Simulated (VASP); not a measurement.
Runs of VASP 6.6.1 on Se. The structure is that of space group P6/mmm (No. 191), or close to it. The cells are those of the table. 

| cell | gap on the mesh (eV) | pressure (GPa) |
| --- | --- | --- |
| a = 4.699, b = 4.699, c = 3.334 Å, angles 90.0, 90.0, 120.0°, 3 atoms | none | 0.0 |
| a = 4.570, b = 4.570, c = 3.242 Å, angles 90.0, 90.0, 120.0°, 3 atoms | none | 6.8 |
| a = 4.821, b = 4.821, c = 3.420 Å, angles 90.0, 90.0, 120.0°, 3 atoms | none | -4.3 |
| a = 4.761, b = 4.761, c = 3.378 Å, angles 90.0, 90.0, 120.0°, 3 atoms | none | (b) |
| a = 4.880, b = 4.880, c = 3.462 Å, angles 90.0, 90.0, 120.0°, 3 atoms | none | (a) |

Alike in all rows: task single point; level PBE; potentials or basis VASP PAW PBE potentials, release 64 (Se); no spin polarisation; k mesh 9 × 9 × 11; cutoff (eV) 520; smearing fermi-dirac 0.1 eV.

Question: Fill in the values left out.

Answer: (a) -5.8; (b) -2.4.

A k mesh can miss the band edges, and the runs leave out spin-orbit coupling on Se.

A gap of «none» marks levels without a gap at the run's occupations.
